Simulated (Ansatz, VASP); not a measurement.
# SnTe in VASP and in Ansatz

```
Sn Te
1.0
     0.00000    3.17740    3.17740
     3.17740    0.00000    3.17740
     3.17740    3.17740    0.00000
Sn Te
1 1
Direct
  0.00000 0.00000 0.00000
  0.50000 0.50000 0.50000
```

Change from the starting cell: volume scaled by 1.02, crystal datasets.

Alike in both runs: task electric field gradients; functional PBEsol; k mesh 11 × 11 × 11; occupations fermi-dirac, width 0.08 eV; no spin polarisation.

|  | VASP | Ansatz |
| --- | --- | --- |
| version | VASP 6.6.1 | Ansatz 0.2.0 |
| potentials or method | VASP PAW PBE potentials, release 64 (Sn_d, Te), cutoff 520 eV | all-electron PAW with datasets made for the crystal, scalar-relativistic |

```tsv
	VASP	Ansatz	Ansatz less VASP
pressure (GPa)	-1.4	-1.4	0.00
```

VASP's potentials were made for PBE, not for PBEsol. Ansatz ran all-electron here, and VASP with PAW potentials.

Spin-orbit coupling is off throughout.
